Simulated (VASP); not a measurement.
Runs of VASP 6.6.1 on TaN. The structure is hexagonal, space group P6_3mc (No. 186). The conventional cell has a = 3.050 Å, b = 3.050 Å, c = 4.940 Å, α = 90.00°, β = 90.00°, γ = 120.00°. Ta (site symmetry 3m) has 4 N at 1.85 to 1.90 Å within 2.5 Å. N (site symmetry 3m) has 4 Ta at 1.85 to 1.90 Å within 2.5 Å. 

```tsv
k mesh	smearing	gap on the mesh (eV)	pressure (GPa)	largest force (eV/Å)
15 × 15 × 8	fermi-dirac 0.05 eV	none	140.3	2.39
15 × 15 × 8	gaussian 0.2 eV	none	140.3	2.39
15 × 15 × 8	methfessel-paxton 0.05 eV	none	140.2	(a)
15 × 15 × 8	methfessel-paxton 0.5 eV	none	140.2	2.40
8 × 8 × 4	gaussian 0.01 eV	none	140.3	2.35
15 × 15 × 8	tetrahedron	none	140.2	2.40
8 × 8 × 4	gaussian 0.2 eV	none	140.5	2.28
```

Alike in all rows: task single point; level PBE; potentials or basis VASP PAW PBE potentials, release 64 (Ta_pv, N); no spin polarisation; cell as given; cutoff (eV) 520.

Task: Fill in the values left out.

Result: (a) 2.41.

Caveats: spin-orbit coupling is left out, which moves the levels of the heavy elements; forces of over 1 eV/Å act on the atoms, so gaps and moduli don't describe the material at rest; tetrahedron occupations give inexact forces and stress in metals (some runs).

A k mesh can miss the band edges, and the runs leave out spin-orbit coupling on Ta.

A gap of «none» marks levels without a gap at the run's occupations.
